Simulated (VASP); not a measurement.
Set up this calculation in VASP 6.6.1, as the native input.

```
Task                   : single point
Functional             : r2SCAN
Potentials or basis    : VASP PAW PBE potentials, release 64 (C)
Cutoff                 : 520 eV
k mesh                 : 4 × 4 × 2
Occupations            : fermi-dirac, width 0.146 eV
Spin                   : no spin polarisation
Dipole correction      : no
Further INCAR settings : LREAL = Auto; ALGO = Normal; EDIFF = 1e-06; NBANDS = 66
```

C:

```xyz
24
Lattice="0.0000 3.5628 3.5628 3.5628 0.0000 3.5628 5.3442 5.3442 0.0000" Properties=species:S:1:pos:R:3 pbc="T T T"
C    -0.0593   -0.0299   -0.0224
C     0.8360    0.8576    0.8838
C     1.8094    1.7734    0.0892
C     2.6552    2.6753    0.9290
C     3.5900    3.5006   -0.0292
C     4.4012    4.4653    0.8605
C     1.7583    0.0574    1.7711
C     2.6859    0.9211    2.6639
C     3.6028    1.7353    1.7992
C     4.4947    2.6710    2.6395
C     5.2908    3.6168    1.8000
C     6.2533    4.4514    2.7047
C     0.0077    1.8489    1.7553
C     0.8916    2.6957    2.6756
C     1.7388    3.6567    1.7837
C     2.6837    4.4773    2.6735
C     3.5886    5.3513    1.8013
C     4.5250    6.1612    2.6771
C     1.7980    1.7789    3.6217
C     2.7263    2.6927    4.4502
C     3.5399    3.5597    3.4865
C     4.4603    4.4451    4.4111
C     5.4336    5.3761    3.6119
C     6.3062    6.3477    4.5274
```

One way to write it, as run:

POSCAR

```
C
1.0
    0.0000000000      3.5627840000      3.5627840000
    3.5627840000      0.0000000000      3.5627840000
    5.3441770000      5.3441770000      0.0000000000
C
24
Direct
    0.0009792904     -0.0072797004     -0.0062400628
    0.1270535907      0.1209996172      0.0757683550
    0.0074603175      0.0175656172      0.3268616477
    0.1332069247      0.1275442182      0.4118026967
   -0.0166396560      0.0084432567      0.6661238017
    0.1297679006      0.1117553015      0.7490410591
    0.0098511445      0.4872564545      0.0041809057
    0.1261853090      0.6215215405      0.0882285523
   -0.0095700441      0.5145815744      0.3310930757
    0.1144912237      0.6263709784      0.4234740915
    0.0176745208      0.4875405020      0.6649881731
    0.1266881461      0.6324552653      0.7484781099
    0.5047387100     -0.0120650031      0.0094791022
    0.6286721283      0.1223021098      0.0853044351
    0.5194799909     -0.0188209557      0.3379182613
    0.6269142334      0.1234680520      0.4198513635
    0.5001615310      0.0054245500      0.6678844095
    0.6053166569      0.1460856173      0.7493349303
    0.5055905719      0.5109391981     -0.0041881098
    0.6198298858      0.6292494858      0.0906362196
    0.4920632292      0.4865290739      0.3380397019
    0.6169314502      0.6211823394      0.4204824241
    0.4988322334      0.5149558604      0.6734231482
    0.6411963229      0.6295610399      0.7603133279
```

INCAR.step1

```
SYSTEM = C
PREC = Accurate ; ENCUT = 520
ISMEAR = -1 ; SIGMA = 0.146
LREAL = Auto ; LASPH = .TRUE.
NELM = 80 ; NBANDS = 66
GGA = PE ; ALGO = Normal
EDIFF = 1E-4 ; LWAVE = .TRUE.
LCHARG = .FALSE.
```

INCAR.step2

```
SYSTEM = C
PREC = Accurate ; ENCUT = 520
EDIFF = 1E-6 ; ISMEAR = -1
SIGMA = 0.146 ; LREAL = Auto
LASPH = .TRUE. ; NELM = 80
ALGO = Normal ; ISIF = 2
LWAVE = .FALSE. ; LCHARG = .FALSE.
METAGGA = R2SCAN ; LMIXTAU = .TRUE.
NBANDS = 66 ; ISTART = 1
```

KPOINTS

```
Automatic mesh
0
G
  4 4 2
  0 0 0
```

Potentials or basis: VASP PAW PBE potentials, release 64 (C).

Command:

```sh
$ cat potpaw_PBE.64/C/POTCAR > POTCAR
$ cp INCAR.step1 INCAR
$ mpirun -np 1 vasp_std > vasp.out
$ cp INCAR.step2 INCAR
$ mpirun -np 1 vasp_std > vasp.out
```

It gave:

```yaml
Pressure: 1.6 GPa
Largest_force: 4.265 eV/Å
Band_gap_on_the_k_mesh: 4.00 eV
```

Caveat: the k points lie up to 0.51 Å⁻¹ apart; the atoms stand as in a frame of molecular dynamics; the PAW data sets were made with another functional, which shifts forces and pressure a little.

Wall time 8.1 min on 1 thread of Intel(R) Xeon(R) Platinum 8488C (Sapphire Rapids), on a shared host, peak memory 0.34 GiB.
